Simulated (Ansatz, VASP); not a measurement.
## ZrB: VASP beside Ansatz

File INCAR:

```
SYSTEM = ZrB
  ALGO = Normal
  EDIFF = 1E-7
  ENCUT = 520
  GGA = PS
  ISIF = 2
  ISMEAR = 0
  LASPH = .True.
  LCHARG = .True.
  LELF = .True.
  LREAL = .False.
  LVHAR = .True.
  LWAVE = .False.
  NBANDS = 14
  NELM = 100
  PREC = Accurate
  SIGMA = 0.15
```

Contents of KPOINTS:

```
k-points
0
Gamma
  18 18 18
  0 0 0
```

The input POSCAR:

```
ZrB
1.0
   -0.0348750000      2.3250000000      2.3250000000
    2.2901250000      0.0000000000      2.2901250000
    2.3250000000      2.3250000000     -0.0348750000
Zr B
1 1
Direct
    0.0000000000      0.0000000000      0.0000000000
    0.5000000000      0.5000000000      0.5000000000
```

Input for Ansatz:

```yaml
crystal:
  lattice:
    - [-0.034875, 2.325, 2.325]
    - [2.290125, 0.0, 2.290125]
    - [2.325, 2.325, -0.034875]
  atoms:
    - { symbol: Zr, position: [0.0, 0.0, 0.0] }
    - { symbol: B, position: [0.5, 0.5, 0.5] }
basis:
  ecutwfc: 420
kpoints:
  mp_grid: { grid: [18, 18, 18] }
hamiltonian:
  xc: pbesol
scf:
  occupations: { method: gaussian, width: 0.15 }
output:
  forces: true
  stress: true
  eigenvalues: true
```

Change from the starting cell: strain -0.0300 x Voigt [0, 0, 0, 0, 1, 0], atoms carried along.

Alike in both runs: task single point; functional PBEsol; k mesh 18 × 18 × 18; occupations gaussian, width 0.15 eV; no spin polarisation.

```csv
,VASP,Ansatz
version,VASP 6.6.1,Ansatz 0.2.0
potentials or method,"VASP PAW PBE potentials, release 64 (Zr_sv, B), cutoff 520 eV","scalar-relativistic, plane waves, PAW"
valence electrons in the cell,15,15
```

|  | VASP | Ansatz | Ansatz less VASP |
| --- | --- | --- | --- |
| gap on the k mesh at the Fermi level (eV) | none | none | - |
| pressure (GPa) | 29.7 | 29.4 | -0.30 |
| traceless stress, the component that is largest in VASP (GPa) | 1.74 | 1.75 | +0.007 |

VASP's potentials were made for PBE, not for PBEsol. A gap of «none» marks a metal or a gap that the smearing closes. Both programs put the cell under a high pressure, so it lies far from rest at this level. The functional is the same, so the differences come from potentials, cutoffs and numerics.
